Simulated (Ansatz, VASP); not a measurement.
**Two plane-wave programs on InSb**

```
CELL_PARAMETERS angstrom
3.07666 0.00000 0.00000
0.00000 3.07666 0.00000
0.00000 0.00000 6.21547
ATOMIC_POSITIONS crystal
In 0.00000 0.00000 0.00000
Sb 0.00000 0.00000 0.50000
```

Alike in both runs: task single point; functional PBEsol; k mesh 14 × 14 × 8; occupations gaussian, width 0.1 eV; no spin polarisation.

|  | VASP | Ansatz |
| --- | --- | --- |
| version | VASP 6.6.1 | Ansatz 0.2.0 |
| potentials or method | VASP PAW PBE potentials, release 64 (In_d, Sb), cutoff 520 eV | scalar-relativistic, plane waves, PAW |
| valence electrons in the cell | 18 | 28 |

Ansatz gave:

```
gap on the k mesh at the Fermi level (eV)                     : none
pressure (GPa)                                                : -2.1
traceless stress, the component that is largest in VASP (GPa) : -0.18
```

Which values does VASP return?

gap on the k mesh at the Fermi level (eV): none; pressure (GPa): -2.1; traceless stress, the component that is largest in VASP (GPa): -0.20.

VASP's potentials were made for PBE, not for PBEsol. A gap of «none» marks a metal or a gap that the smearing closes. With one functional, cell and mesh, what is left measures potentials, basis and numerics. VASP's potentials hold 18 valence electrons a cell and Ansatz's 28, so a difference there can come from the potentials and not from the codes.

Spin-orbit coupling is off throughout.
